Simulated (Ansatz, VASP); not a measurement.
One calculation of TiO2, two programs

File INCAR:

```
SYSTEM = TiO2
ALGO = Normal
EDIFF = 1E-6
ENCUT = 520
GGA = PE
ISIF = 2
ISMEAR = -1
LASPH = .True.
LCHARG = .False.
LDAU = .True.
LDAUJ = 0 0
LDAUL = 2 -1
LDAUPRINT = 1
LDAUTYPE = 2
LDAUU = 1 0
LMAXMIX = 4
LREAL = .False.
LWAVE = .False.
NBANDS = 33
NELM = 150
PREC = Accurate
SIGMA = 0.05
```

KPOINTS

```
k-points
0
Gamma
  10 10 10
  0 0 0
```

POSCAR

```
TiO2
1.0
   -1.8921000000      1.8921000000      4.7573000000
    1.8921000000     -1.8921000000      4.7573000000
    1.8921000000      1.8921000000     -4.7573000000
Ti O
2 4
Direct
    0.7500000000      0.2500000000      0.5000000000
    0.0000000000      0.0000000000      0.0000000000
    0.7919000000      0.7919000000      0.0000000000
    0.5419000000      0.0419000000      0.5000000000
    0.9581000000      0.4581000000      0.5000000000
    0.2081000000      0.2081000000      0.0000000000
```

The input input.yaml:

```yaml
crystal:
  lattice:
    - [-1.8921, 1.8921, 4.7573]
    - [1.8921, -1.8921, 4.7573]
    - [1.8921, 1.8921, -4.7573]
  atoms:
    - { symbol: Ti, position: [0.75, 0.25, 0.5] }
    - { symbol: Ti, position: [0.0, 0.0, 0.0] }
    - { symbol: O, position: [0.7919, 0.7919, 0.0] }
    - { symbol: O, position: [0.5419, 0.0419, 0.5] }
    - { symbol: O, position: [0.9581, 0.4581, 0.5] }
    - { symbol: O, position: [0.2081, 0.2081, 0.0] }
hamiltonian:
  xc: pbe
  pseudopotentials: { kind: paw }
  hubbard: { sites: [{ species: Ti, l: d, u_eff: 1.0 }] }
kpoints:
  mp_grid: { grid: [10, 10, 10] }
scf:
  occupations: { method: fermi_dirac, width: 0.05 }
  n_extra_bands: 15
output:
  forces: true
  stress: true
  eigenvalues: true
  dos: { projected: true, de: 0.05, nscf_kmesh: { grid: [15, 15, 15] } }
```

Alike in both runs: functional PBE; k mesh 10 × 10 × 10; occupations fermi-dirac, width 0.05 eV; no spin polarisation; Hubbard terms Ti d U = 1.0 eV.

```csv
,VASP,Ansatz
version,VASP 6.6.1,Ansatz 0.2.0
potentials or method,"VASP PAW PBE potentials, release 64 (Ti_sv, O)",Ansatz PAW
plane-wave cutoff (eV),520,420
valence electrons in the cell,48,48
task,single point,projected density of states
```

Ansatz gave:

| Quantity | Value |
| --- | --- |
| gap on the k mesh at the Fermi level (eV) | 2.25 |
| least direct gap on the mesh (eV) | 2.58 |
| pressure (GPa) | 5.9 |
| traceless stress, the component that is largest in VASP (GPa) | 0.75 |
| rms of the force components (eV/Å) | 0.043 |

**Question.** What did VASP give for the same quantities?

**Answer.** gap on the k mesh at the Fermi level (eV): 2.24; least direct gap on the mesh (eV): 2.58; pressure (GPa): 7.7; traceless stress, the component that is largest in VASP (GPa): 0.60; rms of the force components (eV/Å): 0.071.

The programs project onto different local orbitals, so the same U acts differently, and such runs can settle in different states. Atom by atom the forces differ by 0.028 eV/Å (rms over components).
